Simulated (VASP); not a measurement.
A run of VASP 6.6.1 is set up as follows.

File INCAR:

```
SYSTEM = ZnGa4
  PREC = Accurate
  ENCUT = 520
  EDIFF = 1E-7
  ISMEAR = 1
  SIGMA = 0.15
  LREAL = .False.
  LASPH = .True.
  NELM = 80
  ALGO = Normal
  ISIF = 2
  LWAVE = .False.
  LCHARG = .False.
  GGA = PE
  NBANDS = 75
```

File KPOINTS:

```
regular mesh
0
Gamma
  3 3 3
  0 0 0
```

File POSCAR:

```
ZnGa4
1.0
    5.5523880000      0.0000000000      0.0000000000
    0.0000000000      6.4738360000      0.0000000000
   -1.7758860000      0.0000000000      5.1429570000
Zn Ga
2 8
Direct
    0.4980689482      0.3427908894      0.2488679178
    0.5035819049      0.6599085921      0.7628457714
    0.2709343324      0.6112527410      0.0027915847
    0.7315141058      0.6099757547      0.4965291368
    0.7315281626      0.3900719759      0.9950166801
    0.2738811497      0.3923987262      0.5077028643
    0.2379839613      0.1328708358      0.0157111949
    0.7564860414      0.1349714451      0.4765976072
    0.7649575270      0.8652519156      0.9815646913
    0.2357627666      0.8621732154      0.5183949623
```

Potentials or basis: VASP PAW PBE potentials, release 64 (Zn, Ga_d).

Launch:

```bash
$ cat potpaw_PBE.64/Zn/POTCAR potpaw_PBE.64/Ga_d/POTCAR > POTCAR
$ mpirun -np 1 vasp_std > vasp.out
```

Q: Estimate the band gap on the k mesh.

A: Zero (bands 64 and 65 overlap by 1.12 eV).

Q: Estimate the pressure.

A: 22.5 GPa.

Q: Predict the largest force.

A: 6.089 eV/Å.

Stress tensor (GPa, compression positive):
```
25.59  0.45 -0.44
 0.45 19.49 -0.08
-0.44 -0.08 22.55
```

Caveat: the k points lie up to 0.41 Å⁻¹ apart, too coarse for converged energies and pressures of a metal; forces of over 1 eV/Å act on the atoms, so gaps and moduli don't describe the material at rest.
